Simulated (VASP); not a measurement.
Here is a VASP 6.6.1 calculation.

INCAR

```
SYSTEM = Ga
ALGO = Normal
EDIFF = 1E-8
ENCUT = 520
GGA = PE
ISIF = 2
ISMEAR = -1
LASPH = .TRUE.
LCHARG = .FALSE.
LEFG = .TRUE.
LREAL = .FALSE.
LWAVE = .FALSE.
NBANDS = 34
NELM = 80
PREC = Accurate
SIGMA = 0.05
```

The input KPOINTS:

```
k-points
0
G
  9 9 7
  0 0 0
```

Contents of POSCAR:

```
Ga
1.0
    2.2615000000     -3.8305000000      0.0000000000
    2.2615000000      3.8305000000      0.0000000000
    0.0000000000      0.0000000000      4.5240000000
Ga
4
Direct
    0.8451000000      0.1549000000      0.0810000000
    0.6549000000      0.3451000000      0.5810000000
    0.1549000000      0.8451000000      0.9190000000
    0.3451000000      0.6549000000      0.4190000000
```

Potentials or basis: VASP PAW PBE potentials, release 64 (Ga_d).

Command:

```bash
$ cat potpaw_PBE.64/Ga_d/POTCAR > POTCAR
$ mpirun -np 1 vasp_std > vasp.out
```

Question: Predict the largest force.

Answer: 0.103 eV/Å.

Question: What does it give for the pressure?

Answer: 2.0 GPa.

Question: Estimate the band gap on the k mesh.

Answer: Zero (band 26 reaches 5.33 eV, above the bottom of band 27 at 4.40 eV).

Stress tensor (GPa, compression positive):
```
2.09 0.00 0.00
0.00 2.44 0.00
0.00 0.00 1.60
```

Caveat: without QUAD_EFG the Cq values of the log hold for a quadrupole moment of 1 mb, not for the nuclei.
